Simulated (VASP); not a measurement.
# Al (P6/mmm) in VASP: further runs

Al is run at these levels: PBE; tasks: density of states.

Everything below comes from runs of VASP 6.6.1. Logs are shortened: lines on timing, memory, paths and dates and some standing lists are left out, and cuts for length are marked.

## (1) The cell of the first run

It takes space group P6/mmm (No. 191, hexagonal). The conventional cell has a = 2.781 Å, b = 2.781 Å, c = 2.804 Å, α = 90.00°, β = 90.00°, γ = 120.00°. Al (site symmetry 6/mmm) has 8 Al at 2.78 to 2.80 Å within 3.7 Å.

## (2) Density of states, PBE

POSCAR reads:

```
Al
1.0
    2.7806783604      0.0000000000      0.0000000000
   -1.3903391802      2.4081380999      0.0000000000
    0.0000000000      0.0000000000      2.8039291552
Al
1
Direct
    0.0000000000      0.0000000000      0.0000000000
```

INCAR.step1 reads:

```
SYSTEM = Al
ALGO = Normal
EDIFF = 1E-6
ENCUT = 520
GGA = PE
ISIF = 2
ISMEAR = -1
LASPH = .True.
LCHARG = .True.
LREAL = .False.
LWAVE = .False.
NBANDS = 8
NELM = 100
PREC = Accurate
SIGMA = 0.08
```

KPOINTS.step1 reads:

```
k-points
0
Gamma
  16 16 15
  0 0 0
```

INCAR.step2 reads:

```
SYSTEM = Al
ALGO = Normal
EDIFF = 1E-6
ENCUT = 520
GGA = PE
ICHARG = 11
ISIF = 2
ISMEAR = -5
LASPH = .True.
LCHARG = .False.
LORBIT = 10
LREAL = .False.
LWAVE = .False.
NBANDS = 8
NEDOS = 2001
NELM = 100
PREC = Accurate
SIGMA = 0.08
```

KPOINTS.step2 reads:

```
k-points
0
Gamma
  24 24 23
  0 0 0
```

Potentials or basis: VASP PAW PBE potentials, release 64 (Al).

Started as:

```console
cat potpaw_PBE.64/Al/POTCAR > POTCAR
cp INCAR.step1 INCAR
cp KPOINTS.step1 KPOINTS
mpirun -np 1 vasp_std > vasp.out
cp INCAR.step2 INCAR
cp KPOINTS.step2 KPOINTS
mpirun -np 1 vasp_std > vasp.out
```

OUTCAR:

```text
SYSTEM = Al
   EDIFF = 1E-6
   ENCUT = 520
   GGA = PE
   ICHARG = 11
   ISIF = 2
   ISMEAR = -5
   LASPH = .True.
   LORBIT = 10
   LREAL = .False.
   NELM = 100
   PREC = Accurate

 ion  position               nearest neighbor table
   1  0.000  0.000  0.000-

  LATTYP: Found a hexagonal cell.
 ALAT       =     2.7806783604
 C/A-ratio  =     1.0083615549

  Lattice vectors:

 A1 = (   2.7806783604,   0.0000000000,   0.0000000000)
 A2 = (  -1.3903391802,   2.4081380999,   0.0000000000)
 A3 = (   0.0000000000,   0.0000000000,   2.8039291552)

Analysis of symmetry for initial positions (statically):
=====================================================================
 Subroutine PRICEL returns:
 Original cell was already a primitive cell.

 Routine SETGRP: Setting up the symmetry group for a
 hexagonal supercell.

 Subroutine GETGRP returns: Found 24 space group operations
 (whereof 24 operations were pure point group operations)
 out of a pool of 24 trial point group operations.

The static configuration has the point symmetry D_6h.

Analysis of symmetry for dynamics (positions and initial velocities):
=====================================================================
 Subroutine PRICEL returns:
 Original cell was already a primitive cell.

 Routine SETGRP: Setting up the symmetry group for a
 hexagonal supercell.

 Subroutine GETGRP returns: Found 24 space group operations
 (whereof 24 operations were pure point group operations)
 out of a pool of 24 trial point group operations.

The dynamic configuration has the point symmetry D_6h.

 Subroutine INISYM returns: Found 24 space group operations
 (whereof 24 operations are pure point group operations),
 and found     1 'primitive' translations

----------------------------------------------------------------------------------------

                                     Primitive cell

  volume of cell :      18.7758

  direct lattice vectors                    reciprocal lattice vectors
     2.780678360  0.000000000  0.000000000     0.359624477  0.207629288  0.000000000
    -1.390339180  2.408138100  0.000000000     0.000000000  0.415258577  0.000000000
     0.000000000  0.000000000  2.803929155     0.000000000  0.000000000  0.356642392

  length of vectors
     2.780678360  2.780678360  2.803929155     0.415258577  0.415258577  0.356642392

  position of ions in fractional coordinates (direct lattice)
     0.000000000  0.000000000  0.000000000

  ion indices of the primitive-cell ions
   primitive index   ion index
                 1           1

----------------------------------------------------------------------------------------

 KPOINTS: k-points

Automatic generation of k-mesh.
 Grid dimensions read from file:
 generate k-points for:   24   24   23

 Generating k-lattice:

  Cartesian coordinates                     Fractional coordinates (reciprocal lattice)
     0.014984353  0.008651220  0.000000000     0.041666667  0.000000000  0.000000000
     0.000000000  0.017302441  0.000000000     0.000000000  0.041666667  0.000000000
     0.000000000  0.000000000  0.015506191     0.000000000  0.000000000  0.043478261

  Length of vectors
     0.017302441  0.017302441  0.015506191

  Shift w.r.t. Gamma in fractional coordinates (k-lattice)
     0.000000000  0.000000000  0.000000000

 TETIRR: Found  13157 inequivalent tetrahedra from    79488

 Subroutine IBZKPT returns following result:
 ===========================================

 Found    732 irreducible k-points:

 Following reciprocal coordinates:
            Coordinates               Weight
  0.000000  0.000000  0.000000      1.000000
  0.041667  0.000000  0.000000      6.000000
  0.083333  0.000000  0.000000      6.000000
  0.125000  0.000000  0.000000      6.000000
  0.166667  0.000000  0.000000      6.000000
  0.208333  0.000000  0.000000      6.000000
[... 16 lines left out ...]
  0.416667  0.041667  0.000000     12.000000
  0.458333  0.041667  0.000000     12.000000
 [... further k-points ...]
   k-points           NKPTS =    732   k-points in BZ     NKDIM =    732   number of bands    NBANDS=      8
   number of dos      NEDOS =   2001   number of ions     NIONS =      1
   total plane-waves  NPLWV =  13824
   dimension x,y,z NGX =    24 NGY =   24 NGZ =   24
   dimension x,y,z NGXF=    48 NGYF=   48 NGZF=   48
   ions per type =               1
   NGX,Y,Z   is equivalent  to a cutoff of  14.35, 14.35, 14.23 a.u.
   NGXF,Y,Z  is equivalent  to a cutoff of  28.70, 28.70, 28.46 a.u.
 SYSTEM =  Al
   PREC   = accura    normal or accurate (medium, high low for compatibility)
   ISTART =      0    job   : 0-new  1-cont  2-samecut
   ICHARG =     11    charge: 1-file 2-atom 10-const
   ISPIN  =      1    spin polarized calculation?
   LNONCOLLINEAR =      F non collinear calculations
   LSORBIT =      F    spin-orbit coupling
   LASPH  =      T    aspherical Exc in radial PAW
   ENCUT  =  520.0 eV  38.22 Ry    6.18 a.u.   5.17  5.17  5.21*2*pi/ulx,y,z
   NELM   =    100;   NELMIN=  2; NELMDL=  0     # of ELM steps
   EDIFF  = 0.1E-05   stopping-criterion for ELM
   LREAL  =      F    real-space projection
   EDIFFG = 0.1E-04   stopping-criterion for IOM
   NSW    =      0    number of steps for IOM
   IBRION =     -1    ionic relax: 0-MD 1-quasi-New 2-CG
   NFREE  =      0    steps in history (QN), initial steepest desc. (CG)
   ISIF   =      2    stress and relaxation
   ISYM   =      2    0-nonsym 1-usesym 2-fastsym
   POTIM  = 0.5000    time-step for ionic-motion
   TEBEG  =    0.0;   TEEND  =   0.0 temperature during run
   PSTRESS=    0.0 pullay stress
   NELECT =       3.0000    total number of electrons
   NUPDOWN=      -1.0000    fix difference up-down
   EMIN   =  10.00;   EMAX   =-10.00  energy-range for DOS
   EFERMI =   0.00;   METHOD = LEGACY
   ISMEAR =    -5;   SIGMA  =   0.08  broadening in eV -4-tet -1-fermi 0-gaus
   EFERMI_NEDOS =   21; number of points for ismear=-14 and -15
   IALGO  =     38    algorithm
   IMIX   =      4    mixing-type and parameters
     AMIX     =   0.40;   BMIX     =  1.00
     AMIX_MAG =   1.60;   BMIX_MAG =  1.00
  volume/ion in A,a.u.               =      18.78       126.71
  Fermi-wavevector in a.u.,A,eV,Ry     =   0.888346  1.678731 10.737157  0.789159
  Thomas-Fermi vector in A             =   2.009764
   LORBIT       =     10    0 simple, 1 ext, 2 COOP (PROOUT), +10 PAW based schemes
   GGA     = PE    functional components
   LHFCALC =     F    Hartree Fock is set to
   AEXX    =    0.0000 exact exchange contribution
   IVDW    =     0    specifies the selected vdW correction
   LEPSILON=     F    determine dielectric tensor
   LRPA    =     F    only Hartree local field effects (RPA)
 non-spin polarized calculation
 Fermi weights with tetrahedron method with Bloechl corrections
  energy-cutoff  :      520.00
  volume of cell :       18.78
 maximum number of plane-waves:       527
 NGX is ok and might be reduce to    24

 number of electron       3.0000000 magnetization

 Free energy of the ion-electron system (eV)
  ---------------------------------------------------
  ext. energy  EPLUGINS =         0.00000000
  ---------------------------------------------------
  free energy    TOTEN  =        -3.52755888 eV

  energy without entropy =       -3.52755888  energy(sigma->0) =       -3.52755888

 E-fermi :   6.4662     XC(G=0):  -9.6927

 val. band max:        6.4265321982   @ k =   0.3333   0.3333   0.3478
 cond. band min:       6.3263085223   @ k =   0.2917   0.2917   0.1739
 fundamental gap:     -0.1002236758
 Fermi energy:         6.4661979318

 k-point     1 :       0.0000    0.0000    0.0000
  band No.  band energies     occupation
      1      -3.6484      2.00000
      2      13.8165      0.00000
      3      13.9464      0.00000
      4      19.4260      0.00000
      5      19.4260      0.00000
      6      19.5120      0.00000
      7      19.5120      0.00000
      8      23.2271      0.00000

 k-point     2 :       0.0417    0.0000    0.0000
  band No.  band energies     occupation
      1      -3.6041      2.00000
      2      13.8020      0.00000
      3      13.9843      0.00000
      4      18.2913      0.00000
      5      18.6066      0.00000
      6      19.9998      0.00000
      7      20.4068      0.00000
      8      23.8165      0.00000

 k-point     3 :       0.0833    0.0000    0.0000
  band No.  band energies     occupation
      1      -3.4713      2.00000
      2      13.7235      0.00000
      3      14.0979      0.00000
      4      16.9006      0.00000
      5      17.8214      0.00000
      6      19.9478      0.00000
      7      21.4179      0.00000
      8      25.1102      0.00000

 k-point     4 :       0.1250    0.0000    0.0000
  band No.  band energies     occupation
      1      -3.2504      2.00000
      2      13.4175      0.00000
      3      14.2874      0.00000
      4      15.6839      0.00000
      5      17.1115      0.00000
      6      19.6898      0.00000
      7      22.5032      0.00000
      8      26.3299      0.00000

 k-point     5 :       0.1667    0.0000    0.0000
  band No.  band energies     occupation
      1      -2.9416      2.00000
      2      12.5792      0.00000
      3      14.5527      0.00000
      4      15.0108      0.00000
      5      16.4771      0.00000
      6      19.4316      0.00000
      7      23.6605      0.00000
      8      27.2449      0.00000

 k-point     6 :       0.2083    0.0000    0.0000
  band No.  band energies     occupation
      1      -2.5457      2.00000
      2      11.3179      0.00000
      3      14.7812      0.00000
      4      14.8938      0.00000
      5      15.9180      0.00000
      6      19.2742      0.00000
      7      24.8868      0.00000
      8      27.1933      0.00000

 k-point     7 :       0.2500    0.0000    0.0000
  band No.  band energies     occupation
      1      -2.0632      2.00000
      2       9.9419      0.00000
      3      14.6816      0.00000
      4      15.3108      0.00000
      5      15.4340      0.00000
      6      19.2736      0.00000
      7      25.9619      0.00000
      8      26.1768      0.00000
[... 133 lines left out ...]
 k-point    20 :       0.2917    0.0417    0.0000
  band No.  band energies     occupation
      1      -1.1467      2.00000
      2       7.9311      0.00000
      3      13.4817      0.00000
      4      15.8204      0.00000
      5      16.1065      0.00000
      6      19.7694      0.00000
      7      24.1731      0.00000
      8      27.0924      0.00000

 k-point    21 :       0.3333    0.0417    0.0000
  band No.  band energies     occupation
      1      -0.4524      2.00000
      2       6.6322      0.62257
      3      13.2369      0.00000
      4      15.7142      0.00000
      5      16.7120      0.00000
      6      20.1654      0.00000
      7      23.0214      0.00000
      8      26.3355      0.00000

 k-point    22 :       0.3750    0.0417    0.0000
  band No.  band energies     occupation
      1       0.3246      2.00000
      2       5.3970      2.07199
      3      13.0444      0.00000
      4      15.6182      0.00000
      5      17.3912      0.00000
      6      20.7266      0.00000
      7      21.9244      0.00000
      8      25.2929      0.00000

 k-point    23 :       0.4167    0.0417    0.0000
  band No.  band energies     occupation
      1       1.1830      2.00000
      2       4.2314      2.00000
      3      12.9123      0.00000
      4      15.5451      0.00000
      5      18.1402      0.00000
      6      20.8933      0.00000
      7      21.4206      0.00000
      8      24.2536      0.00000

 k-point    24 :       0.4583    0.0417    0.0000
  band No.  band energies     occupation
      1       2.1203      2.00000
      2       3.1400      2.00000
      3      12.8452      0.00000
      4      15.5057      0.00000
      5      18.9314      0.00000
      6      19.9601      0.00000
      7      22.1810      0.00000
      8      23.3172      0.00000

 [... further k-points ...]
[... 5 lines left out ...]
  --------------------------------------------------------------------------------------
  -------------------------------------------------------------------------------------
  Total       -0.0298569     -0.0298569      0.0320612      0.0000000     -0.0000000      0.0000000
  in kB       -2.5477435     -2.5477435      2.7358391      0.0000000     -0.0000000      0.0000000
  external PRESSURE =      -0.7865493 kB  Pullay stress =       0.0000000 kB

 VOLUME and BASIS-vectors are now :
 -----------------------------------------------------------------------------
  energy-cutoff  :      520.00
  volume of cell :       18.78
      direct lattice vectors                 reciprocal lattice vectors
     2.780678360  0.000000000  0.000000000     0.359624477  0.207629288  0.000000000
    -1.390339180  2.408138100  0.000000000     0.000000000  0.415258577  0.000000000
     0.000000000  0.000000000  2.803929155     0.000000000  0.000000000  0.356642392

 POSITION                                       TOTAL-FORCE (eV/Angst)
 -----------------------------------------------------------------------------------
      0.00000      0.00000      0.00000         0.000000      0.000000      0.000000
 -----------------------------------------------------------------------------------
    total drift:                                0.000000      0.000000      0.000000

  FREE ENERGIE OF THE ION-ELECTRON SYSTEM (eV)
  ---------------------------------------------------
  free  energy   TOTEN  =        -3.5275588832 eV

  energy  without entropy=       -3.5275588832  energy(sigma->0) =       -3.52755888

 total charge

# of ion       s       p       d       tot
------------------------------------------
    1        0.456   0.325   0.000   0.781
```

Run time: 34 s. Hardware: 1 thread of Intel Xeon 6975P-C (Granite Rapids), shared host; peak memory 0.22 GiB.

What came out:

```yaml
Valence_electrons_inside_the_program's_atomic_spheres: Al 0.78
```

Levels at points of the mesh, in eV from the Fermi level:
```
           k point  band 1  band 2  band 3  band 4  band 5  band 6
(0.00, 0.00, 0.00)  -10.11    7.35    7.48   12.96   12.96   13.05
(0.50, 0.00, 0.00)   -3.92   -3.84    7.63    7.76   12.70   13.18
```

Caveat: tetrahedron occupations give inexact forces and stress in metals.

## (3) Density of states, PBE

POSCAR is that of step 2.

INCAR.step1 reads:

```
PREC = Accurate
ENCUT = 520
EDIFF = 1E-6
ISMEAR = -1
SIGMA = 0.08
LREAL = F
LASPH = T
NELM = 100
ALGO = Normal
ISIF = 2
LWAVE = F
LCHARG = T
GGA = PE
NBANDS = 8
```

KPOINTS.step1 reads:

```
regular mesh
0
Gamma
  16 16 15
```

INCAR.step2 reads:

```
PREC = Accurate
ENCUT = 520
EDIFF = 1E-6
ISMEAR = -5
SIGMA = 0.08
LREAL = F
LASPH = T
NELM = 100
ALGO = Normal
ISIF = 2
LWAVE = F
LCHARG = F
GGA = PE
LORBIT = 10
NBANDS = 8
NEDOS = 1001
ICHARG = 11
```

KPOINTS.step2 reads:

```
regular mesh
0
Gamma
  24 24 23
```

Potentials or basis: VASP PAW PBE potentials, release 64 (Al).

Started as:

```console
cat potpaw_PBE.64/Al/POTCAR > POTCAR
cp INCAR.step1 INCAR
cp KPOINTS.step1 KPOINTS
mpirun -np 1 vasp_std > vasp.out
cp INCAR.step2 INCAR
cp KPOINTS.step2 KPOINTS
mpirun -np 1 vasp_std > vasp.out
```

Run time: 34 s. Hardware: 1 thread of Intel Xeon 6975P-C (Granite Rapids), shared host; peak memory 0.22 GiB.

It converged, with:

| Property | Result |
| --- | --- |
| Valence electrons inside the program's atomic spheres | Al 0.78 |

Levels at points of the mesh, in eV from the Fermi level:
```
           k point  band 1  band 2  band 3  band 4  band 5  band 6
(0.00, 0.00, 0.00)  -10.11    7.35    7.48   12.96   12.96   13.05
(0.50, 0.00, 0.00)   -3.92   -3.84    7.63    7.76   12.70   13.18
```

Caveat: tetrahedron occupations give inexact forces and stress in metals.
